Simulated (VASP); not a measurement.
# Si3N4 (P6_3/m) in VASP: single point with PBE

Aim: the single point of Si3N4 with PBE.

All numbers are computed with VASP 6.6.1; they aren't measurements. Logs are shortened: lines on timing, memory, paths and dates and some standing lists are left out, and cuts for length are marked.

## (1) The cell of the first run

It takes space group P6_3/m (No. 176, hexagonal). Conventional cell: a = 7.604 Å, b = 7.604 Å, c = 2.906 Å, α = 90.00°, β = 90.00°, γ = 120.00°. Within 2.3 Å of Si (site symmetry m) lie 4 N at 1.73 to 1.74 Å. N (site symmetry m) has 3 Si at 1.74 Å within 2.3 Å. N (site symmetry -6) has 3 Si at 1.73 Å within 2.3 Å.

## (2) Single point, PBE

Contents of INCAR:

```
SYSTEM = Si3N4
PREC = Accurate
ENCUT = 520
EDIFF = 1E-6
ISMEAR = -1
SIGMA = 0.02
LREAL = .False.
LASPH = .True.
NELM = 60
ALGO = Normal
ISIF = 2
LWAVE = .False.
LCHARG = .False.
GGA = PE
NBANDS = 45
```

Contents of KPOINTS:

```
regular mesh
0
Gamma
  4 4 10
  0 0 0
```

Contents of POSCAR:

```
Si3N4
1.0
    7.6044000000      0.0000000000      0.0000000000
   -3.8022000000      6.5856035805      0.0000000000
    0.0000000000      0.0000000000      2.9063000000
Si N
6 8
Direct
    0.7679797073      0.1740937654      0.2500000000
    0.5938859419      0.7679797073      0.7500000000
    0.8259062346      0.5938859419      0.2500000000
    0.2320202927      0.8259062346      0.7500000000
    0.4061140581      0.2320202927      0.2500000000
    0.1740937654      0.4061140581      0.7500000000
    0.0299692780      0.3298825528      0.2500000000
    0.7000867251      0.0299692780      0.7500000000
    0.6701174472      0.7000867251      0.2500000000
    0.9700307220      0.6701174472      0.7500000000
    0.2999132749      0.9700307220      0.2500000000
    0.3298825528      0.2999132749      0.7500000000
    0.6666666667      0.3333333333      0.2500000000
    0.3333333333      0.6666666667      0.7500000000
```

Potentials or basis: VASP PAW PBE potentials, release 64 (Si, N).

Launch:

```console
cat potpaw_PBE.64/Si/POTCAR potpaw_PBE.64/N/POTCAR > POTCAR
mpirun -np 1 vasp_std > vasp.out
```

OUTCAR:

```text
SYSTEM = Si3N4
   PREC = Accurate
   ENCUT = 520
   EDIFF = 1E-6
   ISMEAR = -1
   LREAL = .False.
   LASPH = .True.
   NELM = 60
   ISIF = 2
   GGA = PE

 ion  position               nearest neighbor table
   1  0.768  0.174  0.250-  13 1.73   7 1.74   8 1.74   8 1.74   3 3.00   5 3.00   2 3.05   2 3.05
                             6 3.05   6 3.05
   2  0.594  0.768  0.750-  14 1.73   8 1.74   9 1.74   9 1.74   6 3.00   4 3.00   1 3.05   1 3.05
                             3 3.05   3 3.05
   3  0.826  0.594  0.250-  13 1.73   9 1.74  10 1.74  10 1.74   1 3.00   5 3.00   4 3.05   4 3.05
                             2 3.05   2 3.05
   4  0.232  0.826  0.750-  14 1.73  10 1.74  11 1.74  11 1.74   6 3.00   2 3.00   5 3.05   5 3.05
                             3 3.05   3 3.05
   5  0.406  0.232  0.250-  13 1.73  11 1.74  12 1.74  12 1.74   3 3.00   1 3.00   4 3.05   4 3.05
                             6 3.05   6 3.05
   6  0.174  0.406  0.750-  14 1.73  12 1.74   7 1.74   7 1.74   4 3.00   2 3.00   1 3.05   1 3.05
                             5 3.05   5 3.05
   7  0.030  0.330  0.250-   1 1.74   6 1.74   6 1.74
   8  0.700  0.030  0.750-   2 1.74   1 1.74   1 1.74
   9  0.670  0.700  0.250-   3 1.74   2 1.74   2 1.74
  10  0.970  0.670  0.750-   4 1.74   3 1.74   3 1.74
  11  0.300  0.970  0.250-   5 1.74   4 1.74   4 1.74
  12  0.330  0.300  0.750-   6 1.74   5 1.74   5 1.74
  13  0.667  0.333  0.250-   1 1.73   3 1.73   5 1.73
  14  0.333  0.667  0.750-   4 1.73   6 1.73   2 1.73

  LATTYP: Found a hexagonal cell.
 ALAT       =     7.6044000000
 C/A-ratio  =     0.3821866288

  Lattice vectors:

 A1 = (   7.6044000000,   0.0000000000,   0.0000000000)
 A2 = (  -3.8022000000,   6.5856035805,   0.0000000000)
 A3 = (   0.0000000000,   0.0000000000,   2.9063000000)

Analysis of symmetry for initial positions (statically):
=====================================================================
 Subroutine PRICEL returns:
 Original cell was already a primitive cell.

 Routine SETGRP: Setting up the symmetry group for a
 hexagonal supercell.

 Subroutine GETGRP returns: Found 12 space group operations
 (whereof  6 operations were pure point group operations)
 out of a pool of 24 trial point group operations.

The static configuration has the point symmetry S_6 .
 The point group associated with its full space group is C_6h.

Analysis of symmetry for dynamics (positions and initial velocities):
=====================================================================
 Subroutine PRICEL returns:
 Original cell was already a primitive cell.

 Routine SETGRP: Setting up the symmetry group for a
 hexagonal supercell.

 Subroutine GETGRP returns: Found 12 space group operations
 (whereof  6 operations were pure point group operations)
 out of a pool of 24 trial point group operations.

The dynamic configuration has the point symmetry S_6 .
 The point group associated with its full space group is C_6h.

 Subroutine INISYM returns: Found 12 space group operations
 (whereof  6 operations are pure point group operations),
 and found     1 'primitive' translations

----------------------------------------------------------------------------------------

                                     Primitive cell

  volume of cell :     145.5462

  direct lattice vectors                    reciprocal lattice vectors
     7.604400000  0.000000000  0.000000000     0.131502814  0.075923185  0.000000000
    -3.802200000  6.585603580  0.000000000     0.000000000  0.151846370  0.000000000
     0.000000000  0.000000000  2.906300000     0.000000000  0.000000000  0.344080102

  length of vectors
     7.604400000  7.604400000  2.906300000     0.151846370  0.151846370  0.344080102

  position of ions in fractional coordinates (direct lattice)
     0.767979707  0.174093765  0.250000000
     0.593885942  0.767979707  0.750000000
     0.825906235  0.593885942  0.250000000
     0.232020293  0.825906235  0.750000000
     0.406114058  0.232020293  0.250000000
     0.174093765  0.406114058  0.750000000
     0.029969278  0.329882553  0.250000000
     0.700086725  0.029969278  0.750000000
     0.670117447  0.700086725  0.250000000
     0.970030722  0.670117447  0.750000000
     0.299913275  0.970030722  0.250000000
     0.329882553  0.299913275  0.750000000
     0.666666667  0.333333333  0.250000000
     0.333333333  0.666666667  0.750000000

  ion indices of the primitive-cell ions
   primitive index   ion index
                 1           1
                 2           2
                 3           3
                 4           4
                 5           5
                 6           6
                 7           7
                 8           8
                 9           9
                10          10
                11          11
                12          12
                13          13
                14          14

----------------------------------------------------------------------------------------

 KPOINTS: regular mesh

Automatic generation of k-mesh.
 Grid dimensions read from file:
 generate k-points for:    4    4   10

 Generating k-lattice:

  Cartesian coordinates                     Fractional coordinates (reciprocal lattice)
     0.032875704  0.018980796  0.000000000     0.250000000  0.000000000  0.000000000
     0.000000000  0.037961593  0.000000000     0.000000000  0.250000000  0.000000000
     0.000000000  0.000000000  0.034408010     0.000000000  0.000000000  0.100000000

  Length of vectors
     0.037961593  0.037961593  0.034408010

  Shift w.r.t. Gamma in fractional coordinates (k-lattice)
     0.000000000  0.000000000  0.000000000

 Subroutine IBZKPT returns following result:
 ===========================================

 Found     24 irreducible k-points:

 Following reciprocal coordinates:
            Coordinates               Weight
  0.000000  0.000000  0.000000      1.000000
  0.250000  0.000000  0.000000      6.000000
  0.500000  0.000000  0.000000      3.000000
  0.250000  0.250000  0.000000      6.000000
  0.000000  0.000000  0.100000      2.000000
  0.250000  0.000000  0.100000     12.000000
[... 16 lines left out ...]
  0.500000  0.000000  0.500000      3.000000
  0.250000  0.250000  0.500000      6.000000
   k-points           NKPTS =     24   k-points in BZ     NKDIM =     24   number of bands    NBANDS=     45
   number of dos      NEDOS =    301   number of ions     NIONS =     14
   total plane-waves  NPLWV =  86400
   dimension x,y,z NGX =    60 NGY =   60 NGZ =   24
   dimension x,y,z NGXF=   120 NGYF=  120 NGZF=   48
   ions per type =               6   8
   NGX,Y,Z   is equivalent  to a cutoff of  13.12, 13.12, 13.73 a.u.
   NGXF,Y,Z  is equivalent  to a cutoff of  26.23, 26.23, 27.46 a.u.
 SYSTEM =  Si3N4
   PREC   = accura    normal or accurate (medium, high low for compatibility)
   ISTART =      0    job   : 0-new  1-cont  2-samecut
   ICHARG =      2    charge: 1-file 2-atom 10-const
   ISPIN  =      1    spin polarized calculation?
   LNONCOLLINEAR =      F non collinear calculations
   LSORBIT =      F    spin-orbit coupling
   LASPH  =      T    aspherical Exc in radial PAW
   ENCUT  =  520.0 eV  38.22 Ry    6.18 a.u.  14.14 14.14  5.40*2*pi/ulx,y,z
   NELM   =     60;   NELMIN=  2; NELMDL= -5     # of ELM steps
   EDIFF  = 0.1E-05   stopping-criterion for ELM
   LREAL  =      F    real-space projection
   EDIFFG = 0.1E-04   stopping-criterion for IOM
   NSW    =      0    number of steps for IOM
   IBRION =     -1    ionic relax: 0-MD 1-quasi-New 2-CG
   NFREE  =      0    steps in history (QN), initial steepest desc. (CG)
   ISIF   =      2    stress and relaxation
   ISYM   =      2    0-nonsym 1-usesym 2-fastsym
   POTIM  = 0.5000    time-step for ionic-motion
   TEBEG  =    0.0;   TEEND  =   0.0 temperature during run
   PSTRESS=    0.0 pullay stress
   NELECT =      64.0000    total number of electrons
   NUPDOWN=      -1.0000    fix difference up-down
   EMIN   =  10.00;   EMAX   =-10.00  energy-range for DOS
   EFERMI =   0.00;   METHOD = LEGACY
   ISMEAR =    -1;   SIGMA  =   0.02  broadening in eV -4-tet -1-fermi 0-gaus
   EFERMI_NEDOS =   21; number of points for ismear=-14 and -15
   IALGO  =     38    algorithm
   IMIX   =      4    mixing-type and parameters
     AMIX     =   0.40;   BMIX     =  1.00
     AMIX_MAG =   1.60;   BMIX_MAG =  1.00
  volume/ion in A,a.u.               =      10.40        70.16
  Fermi-wavevector in a.u.,A,eV,Ry     =   1.244900  2.352520 21.085986  1.549776
  Thomas-Fermi vector in A             =   2.379146
   LORBIT       =      0    0 simple, 1 ext, 2 COOP (PROOUT), +10 PAW based schemes
   GGA     = PE    functional components
   LHFCALC =     F    Hartree Fock is set to
   AEXX    =    0.0000 exact exchange contribution
   IVDW    =     0    specifies the selected vdW correction
   LEPSILON=     F    determine dielectric tensor
   LRPA    =     F    only Hartree local field effects (RPA)
 non-spin polarized calculation
  energy-cutoff  :      520.00
  volume of cell :      145.55
 maximum number of plane-waves:      3965
 NGX is ok and might be reduce to    60
   NGX = 29   NGY = 29   NGZ = 11

 number of electron      63.9999992 magnetization

 Free energy of the ion-electron system (eV)
  ---------------------------------------------------
  ext. energy  EPLUGINS =         0.00000000
  ---------------------------------------------------
  free energy    TOTEN  =      -114.49238712 eV

  energy without entropy =     -114.49238712  energy(sigma->0) =     -114.49238712

 E-fermi :   7.2246     XC(G=0): -10.8087

 val. band max:        6.7687923596   @ k =   0.0000   0.0000   0.2000
 cond. band min:      11.0957030445   @ k =   0.0000   0.0000   0.0000
 fundamental gap:      4.3269106849
 Fermi energy:         7.2246007719

 k-point     1 :       0.0000    0.0000    0.0000
  band No.  band energies     occupation
      1     -11.4558      2.00000
      2      -9.9939      2.00000
      3      -9.9939      2.00000
      4      -9.3487      2.00000
      5      -9.2224      2.00000
      6      -9.2224      2.00000
[... 36 lines left out ...]
     43      15.4804      0.00000
     44      16.3245      0.00000

 k-point     2 :       0.2500    0.0000    0.0000
  band No.  band energies     occupation
      1     -11.3209      2.00000
      2     -10.3339      2.00000
      3     -10.0909      2.00000
      4      -9.6834      2.00000
      5      -9.0105      2.00000
      6      -8.5960      2.00000
[... 36 lines left out ...]
     43      15.2744      0.00000
     44      15.7685      0.00000

 k-point     3 :       0.5000    0.0000    0.0000
  band No.  band energies     occupation
      1     -10.9980      2.00000
      2     -10.8397      2.00000
      3     -10.1640      2.00000
      4      -9.7341      2.00000
      5      -8.7788      2.00000
      6      -8.2998      2.00000
[... 976 lines left out ...]
     43      14.2348      0.00000
     44      14.2348      0.00000

 k-point    24 :       0.2500    0.2500    0.5000
  band No.  band energies     occupation
      1      -8.9366      2.00000
      2      -8.9366      2.00000
      3      -8.3359      2.00000
      4      -8.3359      2.00000
      5      -8.2948      2.00000
      6      -8.2948      2.00000
[... 36 lines left out ...]
     43      14.4079      0.00000
     44      14.4079      0.00000
 [bands above 44 left out]

------------------------ aborting loop because EDIFF is reached ----------------------------------------

  FORCE on cell =-STRESS in cart. coord.  units (eV):
  Direction    XX          YY          ZZ          XY          YZ          ZX
  --------------------------------------------------------------------------------------
  -------------------------------------------------------------------------------------
  Total        4.7470225      4.7470225      4.7293150     -0.0000000      0.0000000      0.0000000
  in kB       52.2553653     52.2553653     52.0604409     -0.0000005      0.0000000      0.0000000
  external PRESSURE =      52.1903905 kB  Pullay stress =       0.0000000 kB

 VOLUME and BASIS-vectors are now :
 -----------------------------------------------------------------------------
  energy-cutoff  :      520.00
  volume of cell :      145.55
      direct lattice vectors                 reciprocal lattice vectors
     7.604400000  0.000000000  0.000000000     0.131502814  0.075923185  0.000000000
    -3.802200000  6.585603580  0.000000000     0.000000000  0.151846370  0.000000000
     0.000000000  0.000000000  2.906300000     0.000000000  0.000000000  0.344080102

 POSITION                                       TOTAL-FORCE (eV/Angst)
 -----------------------------------------------------------------------------------
      5.17809      1.14651      0.72657        -0.011827      0.000642      0.000000
      1.59613      5.05761      2.17972        -0.006470     -0.009922      0.000000
      4.02245      3.91110      0.72657         0.005358     -0.010564      0.000000
     -1.37589      5.43909      2.17972         0.011827     -0.000642      0.000000
      2.20607      1.52799      0.72657         0.006470      0.009922     -0.000000
     -0.22025      2.67451      2.17972        -0.005358      0.010564      0.000000
     -1.02638      2.17248      0.72657        -0.004828     -0.014001     -0.000000
      5.20979      0.19737      2.17972         0.009711     -0.011182      0.000000
      2.43397      4.61049      0.72657         0.014539      0.002819     -0.000000
      4.82858      4.41313      2.17972         0.004828      0.014001     -0.000000
     -1.40759      6.38824      0.72657        -0.009711      0.011182     -0.000000
      1.36823      1.97511      2.17972        -0.014539     -0.002819      0.000000
      3.80220      2.19520      0.72657         0.000000     -0.000000      0.000000
     -0.00000      4.39040      2.17972         0.000000     -0.000000     -0.000000
 -----------------------------------------------------------------------------------
    total drift:                               -0.000000      0.000000     -0.000000

  FREE ENERGIE OF THE ION-ELECTRON SYSTEM (eV)
  ---------------------------------------------------
  free  energy   TOTEN  =      -114.4923871234 eV

  energy  without entropy=     -114.4923871234  energy(sigma->0) =     -114.49238712
```

Wall time 1.9 min (1 thread of Intel Xeon Platinum 8559C (Emerald Rapids), shared host); peak memory 0.33 GiB.

What came out:

- Free energy: -114.4924 eV
- Pressure: 5.2 GPa
- Largest force: 0.015 eV/Å
- Band gap on the k mesh: 4.33 eV, indirect (least direct gap 4.52 eV)

Forces in eV/Å, atoms in the order of the input:
```
Si  -0.012  0.001  0.000
Si  -0.006 -0.010  0.000
Si   0.005 -0.011  0.000
Si   0.012 -0.001  0.000
Si   0.006  0.010  0.000
Si  -0.005  0.011  0.000
N   -0.005 -0.014  0.000
N    0.010 -0.011  0.000
N    0.015  0.003  0.000
N    0.005  0.014  0.000
N   -0.010  0.011  0.000
N   -0.015 -0.003  0.000
N    0.000  0.000  0.000
N    0.000  0.000  0.000
```
